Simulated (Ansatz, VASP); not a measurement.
## One calculation of Mg2I, two programs

INCAR

```
SYSTEM = Mg2I
ALGO = Normal
EDIFF = 1E-6
EDIFFG = -0.01
ENCUT = 600
GGA = PE
IBRION = 2
ISIF = 3
ISMEAR = 0
LASPH = .True.
LCHARG = .False.
LREAL = .False.
LWAVE = .False.
NELM = 80
NSW = 100
PREC = Accurate
SIGMA = 0.1
```

Contents of KPOINTS:

```
k-points
0
Gamma
  8 8 12
  0 0 0
```

POSCAR

```
Mg2I
1.0
    6.1597232400      0.0000000000      0.0000000000
    0.0000000000      6.1597232400      0.0000000000
    0.0000000000      0.0000000000      3.6553543414
Mg I
2 1
Direct
    0.0000000000      0.5000000000      0.0000000000
    0.5000000000      0.0000000000      0.0000000000
    0.5000000000      0.5000000000      0.0000000000
```

Input for Ansatz:

```yaml
crystal:
  lattice:
    - [6.15972324, 0.0, 0.0]
    - [0.0, 6.15972324, 0.0]
    - [0.0, 0.0, 3.6553543414]
  atoms:
    - { symbol: Mg, position: [0.0, 0.5, 0.0] }
    - { symbol: Mg, position: [0.5, 0.0, 0.0] }
    - { symbol: I, position: [0.5, 0.5, 0.0] }
basis:
  ecutwfc: 420
kpoints:
  mp_grid: { grid: [8, 8, 12] }
hamiltonian:
  xc: pbe
scf:
  occupations: { method: gaussian, width: 0.1 }
output:
  forces: true
  stress: true
  eigenvalues: true
relax:
  adjacent_minimum: "off"
  f_tol: 0.01
  max_steps: 80
  cell: { stress_tol: 0.05 }
```

Alike in both runs: task relaxation of cell and atoms; functional PBE; k mesh 8 × 8 × 12; occupations gaussian, width 0.1 eV; no spin polarisation.

|  | VASP | Ansatz |
| --- | --- | --- |
| version | VASP 6.6.1 | Ansatz 0.2.0 |
| potentials or method | VASP PAW PBE potentials, release 64 (Mg, I), cutoff 600 eV | scalar-relativistic, plane waves, PAW |
| valence electrons in the cell | 11 | 37 |

```tsv
	VASP	Ansatz	Ansatz less VASP
gap on the k mesh at the Fermi level, each at its own relaxed structure (eV)	none	none	-
relaxed volume (Å³/atom)	46.26	46.35	+0.092
relaxed cell length with the largest relative difference (Å)	6.216	6.222	+0.0055
```

A gap of «none» marks a metal or a gap that the smearing closes. VASP's potentials hold 11 valence electrons a cell and Ansatz's 37, so a difference there can come from the potentials and not from the codes.

Spin-orbit coupling is off throughout.
